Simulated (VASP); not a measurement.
TiC, 4 atoms in the cell. Symmetry: Fm-3m, No. 225, cubic system. The conventional cell has a = 4.036 Å, b = 4.036 Å, c = 4.036 Å, α = 90.00°, β = 90.00°, γ = 90.00°. Within 2.7 Å of Ti (site symmetry m-3m) lie 6 C at 2.02 Å. C (site symmetry m-3m) has 6 Ti at 2.02 Å within 2.7 Å.  This cell differs from its parent crystal: equal strain along all axes, cell held: -6.0 %.

- Program: VASP 6.6.1
- Task: single point
- Functional: PBEsol
- Potentials or basis: VASP PAW PBE potentials, release 64 (Ti_sv, C)
- Cutoff: 520 eV
- k mesh: 18 × 18 × 12
- Occupations: gaussian, width 0.1 eV
- Spin: no spin polarisation
- Dipole correction: no
- Further INCAR settings: ALGO = Normal; EDIFF = 1e-07; NBANDS = 24

Potentials or basis: VASP PAW PBE potentials, release 64 (Ti_sv, C).

Command:

```console
$ cat potpaw_PBE.64/Ti_sv/POTCAR potpaw_PBE.64/C/POTCAR > POTCAR
$ mpirun -np 1 vasp_std > vasp.out
```

Hardware: 1 thread of Intel(R) Xeon(R) Platinum 8259CL CPU @ 2.50GHz (Skylake/Cascade Lake), with other jobs on the host.

Task: Estimate the wall time of this run.

Result: Run time: 4.1 min on 1 thread of Intel(R) Xeon(R) Platinum 8259CL CPU @ 2.50GHz (Skylake/Cascade Lake), with other jobs on the host, peak memory 0.35 GiB. Counts: scf iterations 15, k points 385.
